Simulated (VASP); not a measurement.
# Si (Cmmm) in VASP: relaxation of cell and atoms with PBE

Aim: the relaxation of cell and atoms of Si with PBE.

All numbers are computed with VASP 6.6.1; they aren't measurements. Logs are shortened: lines on timing, memory, paths and dates and some standing lists are left out, and cuts for length are marked.

### 1 The cell of the first run

Symmetry: Cmmm, No. 65, orthorhombic system. The conventional cell has a = 2.661 Å, b = 4.501 Å, c = 2.499 Å, α = 90.00°, β = 90.00°, γ = 90.00°. Within 3.3 Å of Si (site symmetry mmm) lie 8 Si at 2.50 to 2.66 Å.

### 2 Relaxation of cell and atoms, PBE

Contents of INCAR:

```
SYSTEM = Si
PREC = Accurate
ENCUT = 600
EDIFF = 1E-6
ISMEAR = 0
SIGMA = 0.1
LREAL = .False.
LASPH = .True.
NELM = 80
ALGO = Normal
ISIF = 3
LWAVE = .False.
LCHARG = .False.
GGA = PE
IBRION = 2
NSW = 100
EDIFFG = -0.01
```

Contents of KPOINTS:

```
Automatic mesh
0
Gamma
  24 24 22
  0 0 0
```

Contents of POSCAR:

```
Si
1.0
    1.3306411698     -2.2506428131      0.0000000000
    1.3306411698      2.2506428131      0.0000000000
    0.0000000000      0.0000000000      2.4987454142
Si
1
Direct
    0.0000000000      0.0000000000      0.5000000000
```

Potentials or basis: VASP PAW PBE potentials, release 64 (Si).

On the command line:

```bash
> cat potpaw_PBE.64/Si/POTCAR > POTCAR
> mpirun -np 1 vasp_std > vasp.out
```

OUTCAR:

```text
SYSTEM = Si
   PREC = Accurate
   ENCUT = 600
   EDIFF = 1E-6
   ISMEAR = 0
   LREAL = .False.
   LASPH = .True.
   NELM = 80
   ISIF = 3
   GGA = PE
   IBRION = 2
   NSW = 100
   EDIFFG = -0.01

 ion  position               nearest neighbor table
   1  0.000  0.000  0.500-

  LATTYP: Found a base centered orthorhombic cell.
 ALAT       =     2.6612823396
 B/A-ratio  =     1.6913972483
 C/A-ratio  =     0.9389253357

  Lattice vectors:

 A1 = (   1.3306411698,  -2.2506428131,   0.0000000000)
 A2 = (   1.3306411698,   2.2506428131,   0.0000000000)
 A3 = (   0.0000000000,   0.0000000000,   2.4987454142)

Analysis of symmetry for initial positions (statically):
=====================================================================
 Subroutine PRICEL returns:
 Original cell was already a primitive cell.

 Routine SETGRP: Setting up the symmetry group for a
 base centered orthorhombic supercell.

 Subroutine GETGRP returns: Found  8 space group operations
 (whereof  8 operations were pure point group operations)
 out of a pool of  8 trial point group operations.

The static configuration has the point symmetry D_2h.

Analysis of symmetry for dynamics (positions and initial velocities):
=====================================================================
 Subroutine PRICEL returns:
 Original cell was already a primitive cell.

 Routine SETGRP: Setting up the symmetry group for a
 base centered orthorhombic supercell.

 Subroutine GETGRP returns: Found  8 space group operations
 (whereof  8 operations were pure point group operations)
 out of a pool of  8 trial point group operations.

The dynamic configuration has the point symmetry D_2h.

 Subroutine INISYM returns: Found  8 space group operations
 (whereof  8 operations are pure point group operations),
 and found     1 'primitive' translations

----------------------------------------------------------------------------------------

                                     Primitive cell

  volume of cell :      14.9665

  direct lattice vectors                    reciprocal lattice vectors
     1.330641170 -2.250642813  0.000000000     0.375758703 -0.222158753  0.000000000
     1.330641170  2.250642813  0.000000000     0.375758703  0.222158753  0.000000000
     0.000000000  0.000000000  2.498745414     0.000000000  0.000000000  0.400200835

  length of vectors
     2.614574343  2.614574343  2.498745414     0.436519317  0.436519317  0.400200835

  position of ions in fractional coordinates (direct lattice)
     0.000000000  0.000000000  0.500000000

  ion indices of the primitive-cell ions
   primitive index   ion index
                 1           1

----------------------------------------------------------------------------------------

 KPOINTS: Automatic mesh

Automatic generation of k-mesh.
 Grid dimensions read from file:
 generate k-points for:   24   24   22

 Generating k-lattice:

  Cartesian coordinates                     Fractional coordinates (reciprocal lattice)
     0.015656613 -0.009256615  0.000000000     0.041666667 -0.000000000  0.000000000
     0.015656613  0.009256615  0.000000000    -0.000000000  0.041666667  0.000000000
     0.000000000  0.000000000  0.018190947     0.000000000  0.000000000  0.045454545

  Length of vectors
     0.018188305  0.018188305  0.018190947

  Shift w.r.t. Gamma in fractional coordinates (k-lattice)
     0.000000000  0.000000000  0.000000000

 Subroutine IBZKPT returns following result:
 ===========================================

 Found   1884 irreducible k-points:

 Following reciprocal coordinates:
            Coordinates               Weight
  0.000000  0.000000  0.000000      1.000000
  0.041667  0.000000  0.000000      4.000000
  0.083333  0.000000  0.000000      4.000000
  0.125000 -0.000000  0.000000      4.000000
  0.166667  0.000000  0.000000      4.000000
  0.208333  0.000000  0.000000      4.000000
[... 16 lines left out ...]
  0.416667  0.041667  0.000000      4.000000
  0.458333  0.041667  0.000000      4.000000
 [... further k-points ...]
   k-points           NKPTS =   1884   k-points in BZ     NKDIM =   1884   number of bands    NBANDS=      6
   number of dos      NEDOS =    301   number of ions     NIONS =      1
   total plane-waves  NPLWV =  11520
   dimension x,y,z NGX =    24 NGY =   24 NGZ =   20
   dimension x,y,z NGXF=    48 NGYF=   48 NGZF=   40
   ions per type =               1
   NGX,Y,Z   is equivalent  to a cutoff of  15.26, 15.26, 13.31 a.u.
   NGXF,Y,Z  is equivalent  to a cutoff of  30.52, 30.52, 26.61 a.u.
 SYSTEM =  Si
   PREC   = accura    normal or accurate (medium, high low for compatibility)
   ISTART =      0    job   : 0-new  1-cont  2-samecut
   ICHARG =      2    charge: 1-file 2-atom 10-const
   ISPIN  =      1    spin polarized calculation?
   LNONCOLLINEAR =      F non collinear calculations
   LSORBIT =      F    spin-orbit coupling
   LASPH  =      T    aspherical Exc in radial PAW
   ENCUT  =  600.0 eV  44.10 Ry    6.64 a.u.   5.22  5.22  4.99*2*pi/ulx,y,z
   NELM   =     80;   NELMIN=  2; NELMDL= -5     # of ELM steps
   EDIFF  = 0.1E-05   stopping-criterion for ELM
   LREAL  =      F    real-space projection
   EDIFFG = -.1E-01   stopping-criterion for IOM
   NSW    =    100    number of steps for IOM
   IBRION =      2    ionic relax: 0-MD 1-quasi-New 2-CG
   NFREE  =      1    steps in history (QN), initial steepest desc. (CG)
   ISIF   =      3    stress and relaxation
   ISYM   =      2    0-nonsym 1-usesym 2-fastsym
   POTIM  = 0.5000    time-step for ionic-motion
   TEBEG  =    0.0;   TEEND  =   0.0 temperature during run
   PSTRESS=    0.0 pullay stress
   NELECT =       4.0000    total number of electrons
   NUPDOWN=      -1.0000    fix difference up-down
   EMIN   =  10.00;   EMAX   =-10.00  energy-range for DOS
   EFERMI =   0.00;   METHOD = LEGACY
   ISMEAR =     0;   SIGMA  =   0.10  broadening in eV -4-tet -1-fermi 0-gaus
   EFERMI_NEDOS =   21; number of points for ismear=-14 and -15
   IALGO  =     38    algorithm
   IMIX   =      4    mixing-type and parameters
     AMIX     =   0.40;   BMIX     =  1.00
     AMIX_MAG =   1.60;   BMIX_MAG =  1.00
  volume/ion in A,a.u.               =      14.97       101.00
  Fermi-wavevector in a.u.,A,eV,Ry     =   1.054520  1.992755 15.129859  1.112013
  Thomas-Fermi vector in A             =   2.189684
   LORBIT       =      0    0 simple, 1 ext, 2 COOP (PROOUT), +10 PAW based schemes
   GGA     = PE    functional components
   LHFCALC =     F    Hartree Fock is set to
   AEXX    =    0.0000 exact exchange contribution
   IVDW    =     0    specifies the selected vdW correction
   LEPSILON=     F    determine dielectric tensor
   LRPA    =     F    only Hartree local field effects (RPA)
 conjugate gradient relaxation of ions
 non-spin polarized calculation
 Gauss-broadening in eV      SIGMA  =   0.10
  energy-cutoff  :      600.00
  volume of cell :       14.97
 maximum number of plane-waves:       518
 NGX is ok and might be reduce to    24
   NGX = 11   NGY = 11   NGZ =  9

--------------------------------------- Ionic step        1  -------------------------------------------

 number of electron       4.0000000 magnetization

 Free energy of the ion-electron system (eV)
  ---------------------------------------------------
  ext. energy  EPLUGINS =         0.00000000
  ---------------------------------------------------
  free energy    TOTEN  =        -5.11489321 eV

  energy without entropy =       -5.11302296  energy(sigma->0) =       -5.11395808

------------------------ aborting loop because EDIFF is reached ----------------------------------------

  FORCE on cell =-STRESS in cart. coord.  units (eV):
  Direction    XX          YY          ZZ          XY          YZ          ZX
  --------------------------------------------------------------------------------------
  -------------------------------------------------------------------------------------
  Total        0.1140896      0.2300338     -0.1145615      0.0000000      0.0000000      0.0000000
  in kB       12.2134113     24.6253711    -12.2639333      0.0000000      0.0000000      0.0000000
  external PRESSURE =       8.1916163 kB  Pullay stress =       0.0000000 kB

 VOLUME and BASIS-vectors are now :
 -----------------------------------------------------------------------------
  energy-cutoff  :      600.00
  volume of cell :       14.97
      direct lattice vectors                 reciprocal lattice vectors
     1.330641170 -2.250642813  0.000000000     0.375758703 -0.222158753  0.000000000
     1.330641170  2.250642813  0.000000000     0.375758703  0.222158753  0.000000000
     0.000000000  0.000000000  2.498745414     0.000000000  0.000000000  0.400200835
[... 176 lines left out ...]
 POSITION                                       TOTAL-FORCE (eV/Angst)
 -----------------------------------------------------------------------------------
      2.66619      0.00000      1.24157        -0.000000      0.000000      0.000000
 -----------------------------------------------------------------------------------
    total drift:                               -0.000000     -0.000000      0.000000

  FREE ENERGIE OF THE ION-ELECTRON SYSTEM (eV)
  ---------------------------------------------------
  free  energy   TOTEN  =        -5.1168308977 eV

  energy  without entropy=       -5.1149742860  energy(sigma->0) =       -5.11590259

--------------------------------------- Ionic step        7  -------------------------------------------

 number of electron       4.0000000 magnetization

 Free energy of the ion-electron system (eV)
  ---------------------------------------------------
  ext. energy  EPLUGINS =         0.00000000
  ---------------------------------------------------
  free energy    TOTEN  =        -5.11692016 eV

  energy without entropy =       -5.11503175  energy(sigma->0) =       -5.11597596

 E-fermi :   9.3451     XC(G=0): -10.9521

 val. band max:        9.3395205377   @ k =   0.2083   0.2083   0.0000
 cond. band min:       9.3499972188   @ k =   0.2500   0.2083   0.1818
 fundamental gap:      0.0104766810
 Fermi energy:         9.3450581695

 k-point     1 :       0.0000    0.0000    0.0000
  band No.  band energies     occupation
      1      -4.5610      2.00000
      2      16.8195      0.00000
      3      17.1852      0.00000
      4      19.2957      0.00000
      5      19.4118      0.00000
      6      21.3794      0.00000

 k-point     2 :       0.0417    0.0000    0.0000
  band No.  band energies     occupation
      1      -4.5134      2.00000
      2      16.6174      0.00000
      3      17.2251      0.00000
      4      18.9859      0.00000
      5      19.0363      0.00000
      6      21.4386      0.00000
[... 181 lines left out ...]
 k-point    23 :       0.4167    0.0417    0.0000
  band No.  band energies     occupation
      1       0.6046      2.00000
      2       4.0555      2.00000
      3      13.5337      0.00000
      4      16.8785      0.00000
      5      21.3083      0.00000
      6      25.1206      0.00000

 k-point    24 :       0.4583    0.0417    0.0000
  band No.  band energies     occupation
      1       1.5117      2.00000
      2       2.9797      2.00000
      3      13.4586      0.00000
      4      16.8049      0.00000
      5      21.7951      0.00000
      6      24.4930      0.00000

 [... further k-points ...]

------------------------ aborting loop because EDIFF is reached ----------------------------------------

  FORCE on cell =-STRESS in cart. coord.  units (eV):
  Direction    XX          YY          ZZ          XY          YZ          ZX
  --------------------------------------------------------------------------------------
  -------------------------------------------------------------------------------------
  Total       -0.0065477      0.0088755     -0.0063827      0.0000000      0.0000000      0.0000000
  in kB       -0.6948110      0.9418275     -0.6773012      0.0000000      0.0000000      0.0000000
  external PRESSURE =      -0.1434282 kB  Pullay stress =       0.0000000 kB

 VOLUME and BASIS-vectors are now :
 -----------------------------------------------------------------------------
  energy-cutoff  :      600.00
  volume of cell :       15.10
      direct lattice vectors                 reciprocal lattice vectors
     1.327401727 -2.286600828  0.000000000     0.376675719 -0.218665188  0.000000000
     1.327401727  2.286600828  0.000000000     0.376675719  0.218665188  0.000000000
     0.000000000  0.000000000  2.487182561     0.000000000  0.000000000  0.402061359

 POSITION                                       TOTAL-FORCE (eV/Angst)
 -----------------------------------------------------------------------------------
      0.00000      0.00000      1.24359         0.000000      0.000000      0.000000
 -----------------------------------------------------------------------------------
    total drift:                                0.000000     -0.000000      0.000000

  FREE ENERGIE OF THE ION-ELECTRON SYSTEM (eV)
  ---------------------------------------------------
  free  energy   TOTEN  =        -5.1169201615 eV

  energy  without entropy=       -5.1150317505  energy(sigma->0) =       -5.11597596

 reached required accuracy - stopping structural energy minimisation
```

Wall time 2.1 min (1 thread of Intel Xeon 6975P-C (Granite Rapids), shared host); peak memory 0.3 GiB.

Results:

```
Free energy                           : -5.1169 eV
Relaxed volume                        : 15.10 Å³/atom
Relaxed cell                          : a = 2.644 Å, b = 2.644 Å, c = 2.487 Å, α = 90.00°, β = 90.00°, γ = 119.73°
Space group after relaxing (to 0.1 Å) : P6/mmm (No. 191)
Energy gained by relaxing             : 2.0 meV/atom
Ionic steps                           : 7
Pressure after relaxing               : 0.0 GPa
Band gap on the k mesh                : zero (bands 2 and 3 overlap by 11.94 eV)
```

Stress tensor (GPa, compression positive):
```
-0.07  0.00  0.00
 0.00  0.09  0.00
 0.00  0.00 -0.07
```

The path:
| step | energy change (eV) | largest force (eV/Å) | pressure (GPa) | volume (Å³) |
| --- | --- | --- | --- | --- |
| 1 | 0.0000 | 0.0000 | 0.82 | 14.97 |
| 2 | -0.0018 | 0.0000 | -0.25 | 15.13 |
| 3 | -0.0018 | 0.0000 | -0.20 | 15.12 |
| 4 | -0.0019 | 0.0000 | 0.07 | 15.09 |
| 5 | -0.0019 | 0.0000 | 0.09 | 15.08 |
| 6 | -0.0019 | 0.0000 | 0.07 | 15.09 |
| 7 | -0.0020 | 0.0000 | -0.01 | 15.10 |

Final structure:
```xyz
1
Lattice="1.3274 -2.2866 0.0000 1.3274 2.2866 0.0000 0.0000 0.0000 2.4872" Properties=species:S:1:pos:R:3 pbc="T T T"
Si    0.0000    0.0000    1.2436
```
